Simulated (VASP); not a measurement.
**Be2H: relaxation of cell and atoms with PBE**

Be2H:

```
Be H
1.0
     3.56982    0.00000    0.00000
     1.38717    3.35906    0.00000
     1.48020    0.89833    3.49441
Be H
4 2
Cartesian
  4.0651 3.5397 2.7902
  2.3089 2.7640 1.5430
  2.3720 0.7177 0.7042
  4.1283 1.4934 1.9514
  1.5316 2.0529 0.5099
  4.9056 2.2045 2.9845
```

The cell was built from a structure type or drawn by symmetry, and may not be a known phase.

```json
{
  "Program": "VASP 6.6.1",
  "Task": "relaxation of cell and atoms",
  "Functional": "PBE",
  "Potentials or basis": "VASP PAW PBE potentials, release 64 (Be, H)",
  "Cutoff": "600 eV",
  "k mesh": "6 × 6 × 6",
  "Occupations": "gaussian, width 0.1 eV",
  "Spin": "no spin polarisation",
  "Dipole correction": "no",
  "Further INCAR settings": "ALGO = Normal; EDIFF = 1e-07; IBRION = 2; EDIFFG = -0.04; NSW = 90; ISIF = 3"
}
```

The relaxed volume is 7.02 Å³/atom, the relaxed cell is a = 3.564 Å, b = 3.663 Å, c = 3.879 Å, α = 69.42°, β = 67.65°, γ = 67.98° and the space group after relaxing (to 0.1 Å) is P-1 (No. 2). The energy gained by relaxing is 0.9 meV/atom and the ionic steps are 4. The pressure after relaxing is 0.0 GPa. The largest force after relaxing is 0.037 eV/Å and the band gap on the k mesh is zero (bands 5 and 6 overlap by 3.68 eV).

Forces on the atoms (eV/Å):
```
Be  -0.006 -0.035 -0.012
Be   0.009 -0.012 -0.005
Be   0.006  0.035  0.012
Be  -0.009  0.012  0.005
H   -0.007 -0.034 -0.003
H    0.007  0.034  0.003
```

Stress tensor (GPa, compression positive):
```
-0.15 -0.25  0.10
-0.25 -0.13 -0.15
 0.10 -0.15  0.29
```

Step by step:
```csv
step,energy change (eV),largest force (eV/Å),pressure (GPa),volume (Å³)
1,0.0000,0.0847,0.25,41.90
2,-0.0025,0.0554,0.14,41.97
3,-0.0043,0.0501,-0.07,42.09
4,-0.0053,0.0372,0.00,42.11
```

Final structure:
```cif
data_structure
_symmetry_space_group_name_H-M 'P 1'
_symmetry_Int_Tables_number 1
_cell_length_a 3.5635
_cell_length_b 3.6625
_cell_length_c 3.8794
_cell_angle_alpha 69.420
_cell_angle_beta 67.650
_cell_angle_gamma 67.985
_cell_volume 42.11
loop_
_atom_site_label
_atom_site_type_symbol
_atom_site_fract_x
_atom_site_fract_y
_atom_site_fract_z
_atom_site_occupancy
Be1 Be 0.48247 0.83909 0.79924 1
Be2 Be 0.18708 0.70874 0.44118 1
Be3 Be 0.51753 0.16091 0.20076 1
Be4 Be 0.81292 0.29126 0.55882 1
H1 H 0.14841 0.57003 0.14617 1
H2 H 0.85159 0.42997 0.85383 1
```

Levels at points of the mesh, in eV from the Fermi level:
| k point | band 1 | band 2 | band 3 | band 4 | band 5 | band 6 | band 7 | band 8 | band 9 |
| --- | --- | --- | --- | --- | --- | --- | --- | --- | --- |
| (0.00, 0.00, 0.00) | -11.90 | -4.65 | -3.41 | -0.75 | 0.66 | 1.32 | 1.86 | 3.45 | 4.55 |
| (0.50, 0.00, 0.00) | -9.57 | -8.60 | -4.53 | -1.91 | -0.21 | 1.48 | 2.46 | 2.56 | 5.31 |
| (0.00, 0.50, 0.00) | -10.43 | -7.46 | -5.03 | -1.42 | -0.13 | 1.04 | 2.28 | 3.78 | 6.60 |
| (0.50, 0.50, 0.00) | -8.59 | -8.22 | -4.49 | -3.54 | -2.68 | -2.66 | 6.31 | 6.62 | 7.85 |
| (0.00, 0.00, 0.50) | -10.10 | -8.98 | -3.41 | -1.24 | 0.20 | 0.65 | 3.53 | 4.68 | 5.73 |
| (0.50, 0.00, 0.50) | -9.11 | -7.76 | -5.70 | -3.78 | -2.96 | 1.55 | 4.65 | 6.64 | 7.79 |
| (0.00, 0.50, 0.50) | -9.04 | -8.27 | -5.54 | -3.91 | -2.62 | 1.88 | 6.27 | 6.38 | 6.99 |
| (0.50, 0.50, 0.50) | -9.46 | -7.06 | -4.75 | -3.40 | -1.96 | -0.92 | 1.63 | 1.86 | 8.02 |

Wall time 72 s on 1 thread of Intel(R) Xeon(R) Platinum 8375C CPU @ 2.90GHz (Ice Lake), on a shared host, peak memory 0.2 GiB.
